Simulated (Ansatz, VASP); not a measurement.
SiO2 in VASP and in Ansatz

```
Si O
1.0
     4.23588    0.00000    0.00000
     0.00000    4.03806    0.00000
     0.00000    0.00000    2.68977
Si O
2 4
Direct
  0.50000 0.50000 0.50000
  0.00000 0.00000 0.00000
  0.70233 0.68370 0.00000
  0.20233 0.81630 0.50000
  0.29767 0.31630 0.00000
  0.79767 0.18370 0.50000
```

Change from the starting cell: mode 4 frozen in at +0.056 Å, normal strain along y -0.0467.

Alike in both runs: task single point; functional PBE; k mesh 6 × 6 × 8; occupations gaussian, width 0.05 eV; no spin polarisation.

|  | VASP | Ansatz |
| --- | --- | --- |
| version | VASP 6.6.1 | Ansatz 0.2.0 |
| potentials or method | VASP PAW PBE potentials, release 64 (Si, O), cutoff 520 eV | scalar-relativistic, plane waves, PAW |
| valence electrons in the cell | 32 | 32 |

```csv
,VASP,Ansatz,Ansatz less VASP
gap on the k mesh at the Fermi level (eV),5.69,5.71,+0.018
least direct gap on the mesh (eV),5.69,5.71,+0.018
pressure (GPa),14.7,14.4,-0.28
"traceless stress, the component that is largest in VASP (GPa)",12.48,12.72,+0.243
rms of the force components (eV/Å),0.218,0.212,-0.0061
```

Atom by atom the forces differ by 0.007 eV/Å (rms over components).
